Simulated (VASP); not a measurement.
# Sc (P-6m2) in VASP: single point with PBE

Aim: the single point of Sc with PBE.

All numbers are computed with VASP 6.6.1; they aren't measurements. Logs are shortened: lines on timing, memory, paths and dates and some standing lists are left out, and cuts for length are marked.

**1. The cell of the first run**

Symmetry: P-6m2, No. 187, hexagonal system. The conventional cell has a = 3.295 Å, b = 3.295 Å, c = 20.968 Å, α = 90.00°, β = 90.00°, γ = 120.00°. Within 4.3 Å of Sc (site symmetry 3m) lie 12 Sc at 3.24 to 3.30 Å. Within 4.2 Å of Sc (site symmetry 3m) lie 12 Sc at 3.21 to 3.30 Å. Sc (site symmetry -6m2) has 12 Sc at 3.21 to 3.30 Å within 4.2 Å. Sc (site symmetry 3m) has 12 Sc at 3.23 to 3.30 Å within 4.2 Å. Within 4.2 Å of Sc (site symmetry -6m2) lie 12 Sc at 3.23 to 3.30 Å.

**2. Single point, PBE**

Contents of INCAR:

```
SYSTEM = Sc
PREC = Accurate
ENCUT = 520
EDIFF = 1E-6
ISMEAR = 0
SIGMA = 0.1
LREAL = .FALSE.
LASPH = .TRUE.
NELM = 60
ALGO = Fast
ISIF = 2
LWAVE = .FALSE.
LCHARG = .FALSE.
GGA = PE
NBANDS = 54
```

Contents of KPOINTS:

```
regular mesh
0
G
  15 15 2
  0 0 0
```

Contents of POSCAR:

```
Sc
1.0
    3.2953400670      0.0000000000      0.0000000000
   -1.6476700335      2.8538482121      0.0000000000
    0.0000000000      0.0000000000     20.9676049119
Sc
8
Direct
    0.0000000000      0.0000000000      0.0017496874
    0.3333333333      0.6666666667      0.1266310740
    0.0000000000      0.0000000000      0.2500000000
    0.3333333333      0.6666666667      0.3733689260
    0.0000000000      0.0000000000      0.4982503126
    0.6666666667      0.3333333333      0.6256623702
    0.3333333333      0.6666666667      0.7500000000
    0.6666666667      0.3333333333      0.8743376298
```

Potentials or basis: VASP PAW PBE potentials, release 64 (Sc_sv).

On the command line:

```bash
$ cat potpaw_PBE.64/Sc_sv/POTCAR > POTCAR
$ mpirun -np 1 vasp_std > vasp.out
```

OUTCAR:

```text
SYSTEM = Sc
   PREC = Accurate
   ENCUT = 520
   EDIFF = 1E-6
   ISMEAR = 0
   LREAL = .FALSE.
   LASPH = .TRUE.
   NELM = 60
   ISIF = 2
   GGA = PE

 ion  position               nearest neighbor table
   1  0.000  0.000  0.002-   2 3.24   2 3.24   2 3.24   8 3.28   8 3.28   8 3.28
   2  0.333  0.667  0.127-   3 3.21   3 3.21   3 3.21   1 3.24   1 3.24   1 3.24
   3  0.000  0.000  0.250-   2 3.21   4 3.21   2 3.21   4 3.21   2 3.21   4 3.21
   4  0.333  0.667  0.373-   3 3.21   3 3.21   3 3.21   5 3.24   5 3.24   5 3.24
   5  0.000  0.000  0.498-   4 3.24   4 3.24   4 3.24   6 3.28   6 3.28   6 3.28
   6  0.667  0.333  0.626-   7 3.23   7 3.23   7 3.23   5 3.28   5 3.28   5 3.28
   7  0.333  0.667  0.750-   6 3.23   8 3.23   6 3.23   8 3.23   6 3.23   8 3.23
   8  0.667  0.333  0.874-   7 3.23   7 3.23   7 3.23   1 3.28   1 3.28   1 3.28

  LATTYP: Found a hexagonal cell.
 ALAT       =     3.2953400670
 C/A-ratio  =     6.3628045924

  Lattice vectors:

 A1 = (   3.2953400670,   0.0000000000,   0.0000000000)
 A2 = (  -1.6476700335,   2.8538482121,   0.0000000000)
 A3 = (   0.0000000000,   0.0000000000,  20.9676049119)

Analysis of symmetry for initial positions (statically):
=====================================================================
 Subroutine PRICEL returns:
 Original cell was already a primitive cell.

 Routine SETGRP: Setting up the symmetry group for a
 hexagonal supercell.

 Subroutine GETGRP returns: Found 12 space group operations
 (whereof  6 operations were pure point group operations)
 out of a pool of 24 trial point group operations.

The static configuration has the point symmetry C_3v.
 The point group associated with its full space group is D_3h.

Analysis of symmetry for dynamics (positions and initial velocities):
=====================================================================
 Subroutine PRICEL returns:
 Original cell was already a primitive cell.

 Routine SETGRP: Setting up the symmetry group for a
 hexagonal supercell.

 Subroutine GETGRP returns: Found 12 space group operations
 (whereof  6 operations were pure point group operations)
 out of a pool of 24 trial point group operations.

The dynamic configuration has the point symmetry C_3v.
 The point group associated with its full space group is D_3h.

 Subroutine INISYM returns: Found 12 space group operations
 (whereof  6 operations are pure point group operations),
 and found     1 'primitive' translations

----------------------------------------------------------------------------------------

                                     Primitive cell

  volume of cell :     197.1878

  direct lattice vectors                    reciprocal lattice vectors
     3.295340067  0.000000000  0.000000000     0.303458818  0.175202030  0.000000000
    -1.647670034  2.853848212  0.000000000     0.000000000  0.350404060  0.000000000
     0.000000000  0.000000000 20.967604912     0.000000000  0.000000000  0.047692619

  length of vectors
     3.295340067  3.295340067 20.967604912     0.350404060  0.350404060  0.047692619

  position of ions in fractional coordinates (direct lattice)
     0.000000000  0.000000000  0.001749687
     0.333333333  0.666666667  0.126631074
     0.000000000  0.000000000  0.250000000
     0.333333333  0.666666667  0.373368926
     0.000000000  0.000000000  0.498250313
     0.666666667  0.333333333  0.625662370
     0.333333333  0.666666667  0.750000000
     0.666666667  0.333333333  0.874337630

  ion indices of the primitive-cell ions
   primitive index   ion index
                 1           1
                 2           2
                 3           3
                 4           4
                 5           5
                 6           6
                 7           7
                 8           8

----------------------------------------------------------------------------------------

 KPOINTS: regular mesh

Automatic generation of k-mesh.
 Grid dimensions read from file:
 generate k-points for:   15   15    2

 Generating k-lattice:

  Cartesian coordinates                     Fractional coordinates (reciprocal lattice)
     0.020230588  0.011680135  0.000000000     0.066666667  0.000000000  0.000000000
     0.000000000  0.023360271  0.000000000     0.000000000  0.066666667  0.000000000
     0.000000000  0.000000000  0.023846310     0.000000000  0.000000000  0.500000000

  Length of vectors
     0.023360271  0.023360271  0.023846310

  Shift w.r.t. Gamma in fractional coordinates (k-lattice)
     0.000000000  0.000000000  0.000000000

 Subroutine IBZKPT returns following result:
 ===========================================

 Found     54 irreducible k-points:

 Following reciprocal coordinates:
            Coordinates               Weight
  0.000000  0.000000  0.000000      1.000000
  0.066667  0.000000  0.000000      6.000000
  0.133333  0.000000  0.000000      6.000000
  0.200000  0.000000  0.000000      6.000000
  0.266667  0.000000  0.000000      6.000000
  0.333333  0.000000  0.000000      6.000000
[... 16 lines left out ...]
  0.333333  0.200000  0.000000     12.000000
  0.400000  0.200000  0.000000      6.000000
 [... further k-points ...]
   k-points           NKPTS =     54   k-points in BZ     NKDIM =     54   number of bands    NBANDS=     54
   number of dos      NEDOS =    301   number of ions     NIONS =      8
   total plane-waves  NPLWV = 125440
   dimension x,y,z NGX =    28 NGY =   28 NGZ =  160
   dimension x,y,z NGXF=    56 NGYF=   56 NGZF=  320
   ions per type =               8
   NGX,Y,Z   is equivalent  to a cutoff of  14.13, 14.13, 12.69 a.u.
   NGXF,Y,Z  is equivalent  to a cutoff of  28.25, 28.25, 25.37 a.u.
 SYSTEM =  Sc
   PREC   = accura    normal or accurate (medium, high low for compatibility)
   ISTART =      0    job   : 0-new  1-cont  2-samecut
   ICHARG =      2    charge: 1-file 2-atom 10-const
   ISPIN  =      1    spin polarized calculation?
   LNONCOLLINEAR =      F non collinear calculations
   LSORBIT =      F    spin-orbit coupling
   LASPH  =      T    aspherical Exc in radial PAW
   ENCUT  =  520.0 eV  38.22 Ry    6.18 a.u.   6.13  6.13 38.99*2*pi/ulx,y,z
   NELM   =     60;   NELMIN=  2; NELMDL= -5     # of ELM steps
   EDIFF  = 0.1E-05   stopping-criterion for ELM
   LREAL  =      F    real-space projection
   EDIFFG = 0.1E-04   stopping-criterion for IOM
   NSW    =      0    number of steps for IOM
   IBRION =     -1    ionic relax: 0-MD 1-quasi-New 2-CG
   NFREE  =      0    steps in history (QN), initial steepest desc. (CG)
   ISIF   =      2    stress and relaxation
   ISYM   =      2    0-nonsym 1-usesym 2-fastsym
   POTIM  = 0.5000    time-step for ionic-motion
   TEBEG  =    0.0;   TEEND  =   0.0 temperature during run
   PSTRESS=    0.0 pullay stress
   NELECT =      88.0000    total number of electrons
   NUPDOWN=      -1.0000    fix difference up-down
   EMIN   =  10.00;   EMAX   =-10.00  energy-range for DOS
   EFERMI =   0.00;   METHOD = LEGACY
   ISMEAR =     0;   SIGMA  =   0.10  broadening in eV -4-tet -1-fermi 0-gaus
   EFERMI_NEDOS =   21; number of points for ismear=-14 and -15
   IALGO  =     68    algorithm
   IMIX   =      4    mixing-type and parameters
     AMIX     =   0.40;   BMIX     =  1.00
     AMIX_MAG =   1.60;   BMIX_MAG =  1.00
  volume/ion in A,a.u.               =      24.65       166.34
  Fermi-wavevector in a.u.,A,eV,Ry     =   1.251053  2.364148 21.294939  1.565134
  Thomas-Fermi vector in A             =   2.385019
   LORBIT       =      0    0 simple, 1 ext, 2 COOP (PROOUT), +10 PAW based schemes
   GGA     = PE    functional components
   LHFCALC =     F    Hartree Fock is set to
   AEXX    =    0.0000 exact exchange contribution
   IVDW    =     0    specifies the selected vdW correction
   LEPSILON=     F    determine dielectric tensor
   LRPA    =     F    only Hartree local field effects (RPA)
 non-spin polarized calculation
 RMM-DIIS sequential band-by-band and
 Gauss-broadening in eV      SIGMA  =   0.10
  energy-cutoff  :      520.00
  volume of cell :      197.19
 maximum number of plane-waves:      5364
 NGX is ok and might be reduce to    28
   NGX = 13   NGY = 13   NGZ = 77

 number of electron      88.0000003 magnetization

 Free energy of the ion-electron system (eV)
  ---------------------------------------------------
  ext. energy  EPLUGINS =         0.00000000
  ---------------------------------------------------
  free energy    TOTEN  =       -49.84279957 eV

  energy without entropy =      -49.75770925  energy(sigma->0) =      -49.80025441

 E-fermi :   3.7111     XC(G=0):  -9.8758

 val. band max:        3.7091540906   @ k =   0.4000   0.2000   0.5000
 cond. band min:       3.7166084717   @ k =   0.3333   0.0667   0.5000
 fundamental gap:      0.0074543811
 Fermi energy:         3.7111225198

 k-point     1 :       0.0000    0.0000    0.0000
  band No.  band energies     occupation
      1     -45.7499      2.00000
      2     -45.7485      2.00000
      3     -45.7210      2.00000
      4     -45.7156      2.00000
      5     -45.6604      2.00000
      6     -45.6435      2.00000
[... 46 lines left out ...]
     53       5.3171      0.00000
     54       5.3796      0.00000

 k-point     2 :       0.0667    0.0000    0.0000
  band No.  band energies     occupation
      1     -45.7480      2.00000
      2     -45.7466      2.00000
      3     -45.7195      2.00000
      4     -45.7142      2.00000
      5     -45.6585      2.00000
      6     -45.6421      2.00000
[... 46 lines left out ...]
     53       5.3669      0.00000
     54       5.4765      0.00000
[... 1195 lines left out ...]
     53       4.6261      0.00000
     54       4.6688      0.00000

 k-point    24 :       0.4000    0.2000    0.0000
  band No.  band energies     occupation
      1     -45.7009      2.00000
      2     -45.7009      2.00000
      3     -45.6849      2.00000
      4     -45.6846      2.00000
      5     -45.6096      2.00000
      6     -45.6085      2.00000
[... 46 lines left out ...]
     53       4.6085      0.00000
     54       4.7453      0.00000

 [... further k-points ...]

------------------------ aborting loop because EDIFF is reached ----------------------------------------

  FORCE on cell =-STRESS in cart. coord.  units (eV):
  Direction    XX          YY          ZZ          XY          YZ          ZX
  --------------------------------------------------------------------------------------
  -------------------------------------------------------------------------------------
  Total        0.0152010      0.0152010      0.0391588      0.0000000      0.0000000      0.0000000
  in kB        0.1235102      0.1235102      0.3181707      0.0000000      0.0000000      0.0000000
  external PRESSURE =       0.1883970 kB  Pullay stress =       0.0000000 kB

 VOLUME and BASIS-vectors are now :
 -----------------------------------------------------------------------------
  energy-cutoff  :      520.00
  volume of cell :      197.19
      direct lattice vectors                 reciprocal lattice vectors
     3.295340067  0.000000000  0.000000000     0.303458818  0.175202030  0.000000000
    -1.647670034  2.853848212  0.000000000     0.000000000  0.350404060  0.000000000
     0.000000000  0.000000000 20.967604912     0.000000000  0.000000000  0.047692619

 POSITION                                       TOTAL-FORCE (eV/Angst)
 -----------------------------------------------------------------------------------
      0.00000      0.00000      0.03669        -0.000000     -0.000000     -0.007908
     -0.00000      1.90257      2.65515        -0.000000     -0.000000      0.001252
      0.00000      0.00000      5.24190        -0.000000     -0.000000     -0.000000
     -0.00000      1.90257      7.82865        -0.000000      0.000000     -0.001252
      0.00000      0.00000     10.44712        -0.000000     -0.000000      0.007908
      1.64767      0.95128     13.11864         0.000000     -0.000000     -0.007905
     -0.00000      1.90257     15.72570        -0.000000     -0.000000     -0.000000
      1.64767      0.95128     18.33277         0.000000     -0.000000      0.007905
 -----------------------------------------------------------------------------------
    total drift:                                0.000000     -0.000000      0.000000

  FREE ENERGIE OF THE ION-ELECTRON SYSTEM (eV)
  ---------------------------------------------------
  free  energy   TOTEN  =       -49.8427995655 eV

  energy  without entropy=      -49.7577092456  energy(sigma->0) =      -49.80025441
```

It took 14 min on 1 thread of Intel Xeon 6975P-C (Granite Rapids), shared host; peak memory 0.59 GiB.

Results:

```yaml
Free_energy: -49.8428 eV
Pressure: 0.0 GPa
Largest_force: 0.008 eV/Å
Band_gap_on_the_k_mesh: zero (bands 44 and 45 overlap by 1.24 eV)
```

Forces on the atoms (eV/Å):
```
Sc   0.000  0.000 -0.008
Sc   0.000  0.000  0.001
Sc   0.000  0.000  0.000
Sc   0.000  0.000 -0.001
Sc   0.000  0.000  0.008
Sc   0.000  0.000 -0.008
Sc   0.000  0.000  0.000
Sc   0.000  0.000  0.008
```
